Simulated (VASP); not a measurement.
Wanted: the native input for a VASP 6.6.1 run.

```
Task                   : single point
Functional             : PBE
Potentials or basis    : VASP PAW PBE potentials, release 64 (Ga_d, P)
Cutoff                 : 520 eV
k mesh                 : 10 × 10 × 10
Occupations            : gaussian, width 0.05 eV
Spin                   : no spin polarisation
Dipole correction      : no
Further INCAR settings : ALGO = Normal; EDIFF = 1e-06; NBANDS = 16
```

The structure of GaP lies in POSCAR:

```
GaP
1.0
    0.0000000000      2.7343040532      2.7343040532
    2.7343040532      0.0000000000      2.7343040532
    2.7343040532      2.7343040532      0.0000000000
Ga P
1 1
Direct
    0.0000000000      0.0000000000      0.0000000000
    0.7500000000      0.7500000000      0.7500000000
```

The input as run:

INCAR

```
SYSTEM = GaP
ALGO = Normal ; EDIFF = 1E-6
ENCUT = 520 ; GGA = PE
ISIF = 2 ; ISMEAR = 0
LASPH = .TRUE. ; LCHARG = .FALSE.
LREAL = .FALSE. ; LWAVE = .FALSE.
NBANDS = 16 ; NELM = 60
PREC = Accurate ; SIGMA = 0.05
```

KPOINTS

```
k-points
0
G
  10 10 10
  0 0 0
```

Potentials or basis: VASP PAW PBE potentials, release 64 (Ga_d, P).

Command:

```console
$ cat potpaw_PBE.64/Ga_d/POTCAR potpaw_PBE.64/P/POTCAR > POTCAR
$ mpirun -np 1 vasp_std > vasp.out
```

It gave:

```json
{
 "Pressure": "1.6 GPa",
 "Band gap on the k mesh": "1.62 eV, indirect (least direct gap 1.74 eV)"
}
```

It took 41 s on 1 thread of AMD EPYC 7R13, with other jobs on the host, peak memory 0.15 GiB.
